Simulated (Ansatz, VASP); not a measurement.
## OsI in VASP and in Ansatz

INCAR

```
  PREC = Accurate
  ENCUT = 600
  EDIFF = 1E-6
  ISMEAR = 0
  SIGMA = 0.1
  LREAL = F
  LASPH = T
  NELM = 80
  ALGO = Normal
  ISIF = 3
  LWAVE = F
  LCHARG = F
  GGA = PE
  IBRION = 2
  NSW = 100
  EDIFFG = -0.01
```

Contents of KPOINTS:

```
Automatic mesh
0
Gamma
  18 18 18
```

Contents of POSCAR:

```
OsI
1.0
    1.6495521146      0.9523693574      4.2013610434
   -1.6495521146      0.9523693574      4.2013610434
    0.0000000000     -1.9047387148      4.2013610434
Os I
1 1
Direct
    0.0000000000      0.0000000000      0.0000000000
    0.5000000000      0.5000000000      0.5000000000
```

Input for Ansatz:

```yaml
crystal:
  lattice:
    - [1.6495521146, 0.9523693574, 4.2013610434]
    - [-1.6495521146, 0.9523693574, 4.2013610434]
    - [0.0, -1.9047387148, 4.2013610434]
  atoms:
    - { symbol: Os, position: [0.0, 0.0, 0.0] }
    - { symbol: I, position: [0.5, 0.5, 0.5] }
basis:
  ecutwfc: 420
kpoints:
  mp_grid: { grid: [18, 18, 18] }
hamiltonian:
  xc: pbe
scf:
  occupations: { method: gaussian, width: 0.1 }
output:
  forces: true
  stress: true
  eigenvalues: true
relax:
  adjacent_minimum: "off"
  f_tol: 0.01
  max_steps: 80
  cell: { stress_tol: 0.05 }
```

Alike in both runs: task relaxation of cell and atoms; functional PBE; k mesh 18 × 18 × 18; occupations gaussian, width 0.1 eV; no spin polarisation.

|  | VASP | Ansatz |
| --- | --- | --- |
| version | VASP 6.6.1 | Ansatz 0.2.0 |
| potentials or method | VASP PAW PBE potentials, release 64 (Os, I), cutoff 600 eV | scalar-relativistic, plane waves, PAW |
| valence electrons in the cell | 15 | 33 |

Ansatz gave:

| Item | Value |
| --- | --- |
| gap on the k mesh at the Fermi level, each at its own relaxed structure (eV) | none |
| relaxed volume (Å³/atom) | 19.84 |
| relaxed length of the cell vector where the two differ most in proportion (Å) | 4.621 |

Task: Which values does VASP return?

Result: gap on the k mesh at the Fermi level, each at its own relaxed structure (eV): none; relaxed volume (Å³/atom): 19.84; relaxed length of the cell vector where the two differ most in proportion (Å): 4.617.

A gap of «none» marks a metal or a gap that the smearing closes. VASP's potentials hold 15 valence electrons a cell and Ansatz's 33, so a difference there can come from the potentials and not from the codes.

Spin-orbit coupling is off throughout.
